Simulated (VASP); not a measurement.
# BaTiO3 (P4mm) in VASP: single point with PBE

Aim: the single point of BaTiO3 with PBE.

Program: VASP 6.6.1. These are calculated values, not measurements. Logs are shortened: lines on timing, memory, paths and dates and some standing lists are left out, and cuts for length are marked.

### 1 The cell of the first run

It takes space group P4mm (No. 99, tetragonal). Conventional cell: a = 4.000 Å, b = 4.000 Å, c = 4.058 Å, α = 90.00°, β = 90.00°, γ = 90.00°. Within 3.7 Å of Ba (site symmetry 4mm) lie 12 O at 2.79 to 2.90 Å and 8 Ti at 3.44 to 3.52 Å. Ti (site symmetry 4mm) has 6 O at 1.84 to 2.22 Å within 2.4 Å. O (site symmetry 4mm) has 2 Ti at 1.84 to 2.22 Å within 2.4 Å. Within 3.0 Å of O (site symmetry 2mm) lie 2 Ti at 2.00 Å and 4 Ba at 2.79 to 2.90 Å and 8 O at 2.81 to 2.88 Å.

### 2 Single point, PBE (z stretched by +1 %, then relaxed in part)

File INCAR:

```
PREC = Accurate
ENCUT = 520
EDIFF = 1E-6
ISMEAR = -1
SIGMA = 0.02
LREAL = F
LASPH = T
NELM = 80
ALGO = Normal
ISIF = 2
LWAVE = F
LCHARG = F
GGA = PE
NBANDS = 28
```

File KPOINTS:

```
Automatic mesh
0
Gamma
  8 8 8
```

File POSCAR:

```
BaTiO3
1.0
    3.9998000000      0.0000000000      0.0000000000
    0.0000000000      3.9998000000      0.0000000000
    0.0000000000      0.0000000000      4.0581800000
Ba Ti O
1 1 3
Direct
    0.0000000000      0.0000000000     -0.0050229698
    0.5000000000      0.5000000000      0.4790406481
    0.5000000000      0.5000000000      0.0260762345
    0.5000000000      0.0000000000      0.5139530437
    0.0000000000      0.5000000000      0.5139530437
```

Potentials or basis: VASP PAW PBE potentials, release 64 (Ba_sv, Ti_sv, O).

On the command line:

```
cat potpaw_PBE.64/Ba_sv/POTCAR potpaw_PBE.64/Ti_sv/POTCAR potpaw_PBE.64/O/POTCAR > POTCAR
mpirun -np 1 vasp_std > vasp.out
```

OUTCAR:

```text
PREC = Accurate
   ENCUT = 520
   EDIFF = 1E-6
   ISMEAR = -1
   LREAL = F
   LASPH = T
   NELM = 80
   ISIF = 2
   GGA = PE

 ion  position               nearest neighbor table
   1  0.000  0.000  0.995-   4 2.79   5 2.79   5 2.79   4 2.79   3 2.83   3 2.83   3 2.83   3 2.83
                             4 2.90   5 2.90   5 2.90   4 2.90   2 3.44   2 3.44   2 3.44   2 3.44
   2  0.500  0.500  0.479-   3 1.84   4 2.00   5 2.00   4 2.00   5 2.00   3 2.22   1 3.44   1 3.44
                             1 3.44   1 3.44   1 3.52   1 3.52   1 3.52   1 3.52
   3  0.500  0.500  0.026-   2 1.84   2 2.22   1 2.83   1 2.83   1 2.83   1 2.83
   4  0.500  0.000  0.514-   2 2.00   2 2.00   1 2.79   1 2.79   1 2.90   1 2.90
   5  0.000  0.500  0.514-   2 2.00   2 2.00   1 2.79   1 2.79   1 2.90   1 2.90

  LATTYP: Found a simple tetragonal cell.
 ALAT       =     3.9998000000
 C/A-ratio  =     1.0145957298

  Lattice vectors:

 A1 = (   3.9998000000,   0.0000000000,   0.0000000000)
 A2 = (   0.0000000000,   3.9998000000,   0.0000000000)
 A3 = (   0.0000000000,   0.0000000000,   4.0581800000)

Analysis of symmetry for initial positions (statically):
=====================================================================
 Subroutine PRICEL returns:
 Original cell was already a primitive cell.

 Routine SETGRP: Setting up the symmetry group for a
 simple tetragonal supercell.

 Subroutine GETGRP returns: Found  8 space group operations
 (whereof  8 operations were pure point group operations)
 out of a pool of 16 trial point group operations.

The static configuration has the point symmetry C_4v.

Analysis of symmetry for dynamics (positions and initial velocities):
=====================================================================
 Subroutine PRICEL returns:
 Original cell was already a primitive cell.

 Routine SETGRP: Setting up the symmetry group for a
 simple tetragonal supercell.

 Subroutine GETGRP returns: Found  8 space group operations
 (whereof  8 operations were pure point group operations)
 out of a pool of 16 trial point group operations.

The dynamic configuration has the point symmetry C_4v.

 Subroutine INISYM returns: Found  8 space group operations
 (whereof  8 operations are pure point group operations),
 and found     1 'primitive' translations

----------------------------------------------------------------------------------------

                                     Primitive cell

  volume of cell :      64.9244

  direct lattice vectors                    reciprocal lattice vectors
     3.999800000  0.000000000  0.000000000     0.250012501  0.000000000  0.000000000
     0.000000000  3.999800000  0.000000000     0.000000000  0.250012501  0.000000000
     0.000000000  0.000000000  4.058180000     0.000000000  0.000000000  0.246415881

  length of vectors
     3.999800000  3.999800000  4.058180000     0.250012501  0.250012501  0.246415881

  position of ions in fractional coordinates (direct lattice)
     0.000000000  0.000000000  0.994977030
     0.500000000  0.500000000  0.479040648
     0.500000000  0.500000000  0.026076235
     0.500000000  0.000000000  0.513953044
     0.000000000  0.500000000  0.513953044

  ion indices of the primitive-cell ions
   primitive index   ion index
                 1           1
                 2           2
                 3           3
                 4           4
                 5           5

----------------------------------------------------------------------------------------

 KPOINTS: Automatic mesh

Automatic generation of k-mesh.
 Grid dimensions read from file:
 generate k-points for:    8    8    8

 Generating k-lattice:

  Cartesian coordinates                     Fractional coordinates (reciprocal lattice)
     0.031251563  0.000000000  0.000000000     0.125000000  0.000000000  0.000000000
     0.000000000  0.031251563  0.000000000     0.000000000  0.125000000  0.000000000
     0.000000000  0.000000000  0.030801985     0.000000000  0.000000000  0.125000000

  Length of vectors
     0.031251563  0.031251563  0.030801985

  Shift w.r.t. Gamma in fractional coordinates (k-lattice)
     0.000000000  0.000000000  0.000000000

 Subroutine IBZKPT returns following result:
 ===========================================

 Found     75 irreducible k-points:

 Following reciprocal coordinates:
            Coordinates               Weight
  0.000000  0.000000  0.000000      1.000000
  0.125000  0.000000  0.000000      4.000000
  0.250000  0.000000  0.000000      4.000000
  0.375000  0.000000  0.000000      4.000000
  0.500000  0.000000  0.000000      2.000000
  0.125000  0.125000  0.000000      4.000000
[... 16 lines left out ...]
  0.375000  0.125000  0.125000     16.000000
  0.500000  0.125000  0.125000      8.000000
 [... further k-points ...]
   k-points           NKPTS =     75   k-points in BZ     NKDIM =     75   number of bands    NBANDS=     28
   number of dos      NEDOS =    301   number of ions     NIONS =      5
   total plane-waves  NPLWV =  27000
   dimension x,y,z NGX =    30 NGY =   30 NGZ =   30
   dimension x,y,z NGXF=    60 NGYF=   60 NGZF=   60
   ions per type =               1   1   3
   NGX,Y,Z   is equivalent  to a cutoff of  12.47, 12.47, 12.29 a.u.
   NGXF,Y,Z  is equivalent  to a cutoff of  24.94, 24.94, 24.58 a.u.
 SYSTEM =  unknown system
   PREC   = accura    normal or accurate (medium, high low for compatibility)
   ISTART =      0    job   : 0-new  1-cont  2-samecut
   ICHARG =      2    charge: 1-file 2-atom 10-const
   ISPIN  =      1    spin polarized calculation?
   LNONCOLLINEAR =      F non collinear calculations
   LSORBIT =      F    spin-orbit coupling
   LASPH  =      T    aspherical Exc in radial PAW
   ENCUT  =  520.0 eV  38.22 Ry    6.18 a.u.   7.44  7.44  7.55*2*pi/ulx,y,z
   NELM   =     80;   NELMIN=  2; NELMDL= -5     # of ELM steps
   EDIFF  = 0.1E-05   stopping-criterion for ELM
   LREAL  =      F    real-space projection
   EDIFFG = 0.1E-04   stopping-criterion for IOM
   NSW    =      0    number of steps for IOM
   IBRION =     -1    ionic relax: 0-MD 1-quasi-New 2-CG
   NFREE  =      0    steps in history (QN), initial steepest desc. (CG)
   ISIF   =      2    stress and relaxation
   ISYM   =      2    0-nonsym 1-usesym 2-fastsym
   POTIM  = 0.5000    time-step for ionic-motion
   TEBEG  =    0.0;   TEEND  =   0.0 temperature during run
   PSTRESS=    0.0 pullay stress
   NELECT =      40.0000    total number of electrons
   NUPDOWN=      -1.0000    fix difference up-down
   EMIN   =  10.00;   EMAX   =-10.00  energy-range for DOS
   EFERMI =   0.00;   METHOD = LEGACY
   ISMEAR =    -1;   SIGMA  =   0.02  broadening in eV -4-tet -1-fermi 0-gaus
   EFERMI_NEDOS =   21; number of points for ismear=-14 and -15
   IALGO  =     38    algorithm
   IMIX   =      4    mixing-type and parameters
     AMIX     =   0.40;   BMIX     =  1.00
     AMIX_MAG =   1.60;   BMIX_MAG =  1.00
  volume/ion in A,a.u.               =      12.98        87.63
  Fermi-wavevector in a.u.,A,eV,Ry     =   1.393025  2.632435 26.402355  1.940518
  Thomas-Fermi vector in A             =   2.516711
   LORBIT       =      0    0 simple, 1 ext, 2 COOP (PROOUT), +10 PAW based schemes
   GGA     = PE    functional components
   LHFCALC =     F    Hartree Fock is set to
   AEXX    =    0.0000 exact exchange contribution
   IVDW    =     0    specifies the selected vdW correction
   LEPSILON=     F    determine dielectric tensor
   LRPA    =     F    only Hartree local field effects (RPA)
 non-spin polarized calculation
  energy-cutoff  :      520.00
  volume of cell :       64.92
 maximum number of plane-waves:      1775
 NGX is ok and might be reduce to    30
   NGX = 15   NGY = 15   NGZ = 15

 number of electron      39.9999981 magnetization

 Free energy of the ion-electron system (eV)
  ---------------------------------------------------
  ext. energy  EPLUGINS =         0.00000000
  ---------------------------------------------------
  free energy    TOTEN  =       -40.00852894 eV

  energy without entropy =      -40.00852894  energy(sigma->0) =      -40.00852894

 E-fermi :   4.3874     XC(G=0): -11.1819

 val. band max:        3.8331882779   @ k =   0.5000   0.5000   0.5000
 cond. band min:       5.6199140961   @ k =   0.0000   0.0000   0.0000
 fundamental gap:      1.7867258182
 Fermi energy:         4.3874274622

 k-point     1 :       0.0000    0.0000    0.0000
  band No.  band energies     occupation
      1     -52.7578      2.00000
      2     -29.0451      2.00000
      3     -28.9645      2.00000
      4     -28.9645      2.00000
      5     -21.1337      2.00000
      6     -13.1292      2.00000
[... 20 lines left out ...]
     27       8.8558      0.00000
     28      10.9401      0.00000

 k-point     2 :       0.1250    0.0000    0.0000
  band No.  band energies     occupation
      1     -52.7576      2.00000
      2     -29.0448      2.00000
      3     -28.9722      2.00000
      4     -28.9642      2.00000
      5     -21.1172      2.00000
      6     -13.1414      2.00000
[... 20 lines left out ...]
     27       9.1506      0.00000
     28      11.3131      0.00000

 k-point     3 :       0.2500    0.0000    0.0000
  band No.  band energies     occupation
      1     -52.7573      2.00000
      2     -29.0440      2.00000
      3     -28.9908      2.00000
      4     -28.9635      2.00000
      5     -21.0767      2.00000
      6     -13.2093      2.00000
[... 20 lines left out ...]
     27       9.8985      0.00000
     28      12.0409      0.00000

 k-point     4 :       0.3750    0.0000    0.0000
  band No.  band energies     occupation
      1     -52.7569      2.00000
      2     -29.0433      2.00000
      3     -29.0092      2.00000
      4     -28.9628      2.00000
      5     -21.0354      2.00000
      6     -13.3116      2.00000
[... 578 lines left out ...]
     27      10.3316      0.00000
     28      11.9570      0.00000

 k-point    23 :       0.3750    0.1250    0.1250
  band No.  band energies     occupation
      1     -52.7566      2.00000
      2     -29.0494      2.00000
      3     -29.0084      2.00000
      4     -28.9701      2.00000
      5     -21.0138      2.00000
      6     -13.1888      2.00000
[... 20 lines left out ...]
     27      11.2200      0.00000
     28      12.3218      0.00000

 k-point    24 :       0.5000    0.1250    0.1250
  band No.  band energies     occupation
      1     -52.7565      2.00000
      2     -29.0491      2.00000
      3     -29.0159      2.00000
      4     -28.9698      2.00000
      5     -20.9981      2.00000
      6     -13.2223      2.00000
[... 20 lines left out ...]
     27      11.6029      0.00000
     28      12.4613      0.00000

 [... further k-points ...]

------------------------ aborting loop because EDIFF is reached ----------------------------------------

  FORCE on cell =-STRESS in cart. coord.  units (eV):
  Direction    XX          YY          ZZ          XY          YZ          ZX
  --------------------------------------------------------------------------------------
  -------------------------------------------------------------------------------------
  Total        1.2818932      1.2818932      2.0487575      0.0000000     -0.0000000      0.0000000
  in kB       31.6340341     31.6340341     50.5583950      0.0000000     -0.0000000      0.0000000
  external PRESSURE =      37.9421544 kB  Pullay stress =       0.0000000 kB

 VOLUME and BASIS-vectors are now :
 -----------------------------------------------------------------------------
  energy-cutoff  :      520.00
  volume of cell :       64.92
      direct lattice vectors                 reciprocal lattice vectors
     3.999800000  0.000000000  0.000000000     0.250012501  0.000000000  0.000000000
     0.000000000  3.999800000  0.000000000     0.000000000  0.250012501  0.000000000
     0.000000000  0.000000000  4.058180000     0.000000000  0.000000000  0.246415881

 POSITION                                       TOTAL-FORCE (eV/Angst)
 -----------------------------------------------------------------------------------
      0.00000      0.00000      4.03780         0.000000     -0.000000      0.029502
      1.99990      1.99990      1.94403         0.000000      0.000000      0.062007
      1.99990      1.99990      0.10582         0.000000      0.000000     -0.071059
      1.99990      0.00000      2.08571         0.000000     -0.000000     -0.010225
      0.00000      1.99990      2.08571         0.000000     -0.000000     -0.010225
 -----------------------------------------------------------------------------------
    total drift:                                0.000000      0.000000      0.000257

  FREE ENERGIE OF THE ION-ELECTRON SYSTEM (eV)
  ---------------------------------------------------
  free  energy   TOTEN  =       -40.0085289424 eV

  energy  without entropy=      -40.0085289424  energy(sigma->0) =      -40.00852894
```

Run time: 1.9 min. Hardware: 1 thread of Intel Xeon Platinum 8259CL at 2.50GHz (Skylake/Cascade Lake), shared host; peak memory 0.27 GiB.

What came out:

- Free energy: -40.0085 eV
- Pressure: 3.8 GPa
- Largest force: 0.071 eV/Å
- Band gap on the k mesh: 1.79 eV (least direct gap 2.20 eV)

Forces in eV/Å, atoms in the order of the input:
```
Ba   0.000  0.000  0.030
Ti   0.000  0.000  0.062
O    0.000  0.000 -0.071
O    0.000  0.000 -0.010
O    0.000  0.000 -0.010
```

Stress tensor (GPa, compression positive):
```
3.16 0.00 0.00
0.00 3.16 0.00
0.00 0.00 5.06
```

Caveat: the cell differs from its parent crystal (z stretched by +1 %, then relaxed in part); the cell stands under pressure; spin-orbit coupling is left out, which moves the levels of the heavy elements. A k mesh can miss the band edges.
